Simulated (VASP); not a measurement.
Set up this calculation in VASP 6.6.1, as the native input.

| Item | Value |
| --- | --- |
| Task | single point |
| Functional | LDA |
| Potentials or basis | VASP PAW LDA potentials, release 64 (Ba_sv) |
| Cutoff | 520 eV |
| k mesh | 14 × 14 × 14 |
| Occupations | gaussian, width 0.15 eV |
| Spin | no spin polarisation |
| Dipole correction | no |
| Further INCAR settings | ALGO = Fast; EDIFF = 1e-06; NBANDS = 11 |

The structure of Ba lies in POSCAR:

```
Ba
1.0
   -2.2500000000      2.7500000000      2.5000000000
    2.2500000000     -2.7500000000      2.5000000000
    2.2500000000      2.7500000000     -2.5000000000
Ba
1
Direct
    0.0000000000      0.0000000000      0.0000000000
```

This cell differs from its parent crystal: strain -0.1000 x Voigt [1, -1, 0, 0, 0, 0].

These files were run (other wordings do the same):

INCAR

```
PREC     = Accurate       # precision mode
ENCUT    = 520            # plane-wave cutoff, eV
EDIFF    = 1E-6           # SCF threshold, eV
ISMEAR   = 0              # smearing method
SIGMA    = 0.15           # smearing width, eV
LREAL    = False          # projectors in reciprocal space
LASPH    = True           # aspherical terms in the spheres
NELM     = 80             # most SCF steps
ALGO     = Fast           # electronic algorithm
ISIF     = 2              # what is computed and relaxed
LWAVE    = False          # write WAVECAR
LCHARG   = False          # write CHGCAR
NBANDS   = 11             # bands
```

KPOINTS

```
Automatic mesh
0
Gamma
  14 14 14
```

Potentials or basis: VASP PAW LDA potentials, release 64 (Ba_sv).

Command:

```bash
$ cat potpaw_LDA.64/Ba_sv/POTCAR > POTCAR
$ mpirun -np 1 vasp_std > vasp.out
```

It gave:

The pressure is -1.1 GPa. The band gap on the k mesh is zero (bands 5 and 6 overlap by 0.74 eV).

Caveat: the cell differs from its parent crystal (strain -0.1000 x Voigt [1, -1, 0, 0, 0, 0]); spin-orbit coupling is left out, which moves the levels of the heavy elements.

Run time: 100 s on 1 thread of AMD EPYC 9R45 96-Core Processor (Zen 5) (shared host), peak memory 0.35 GiB.
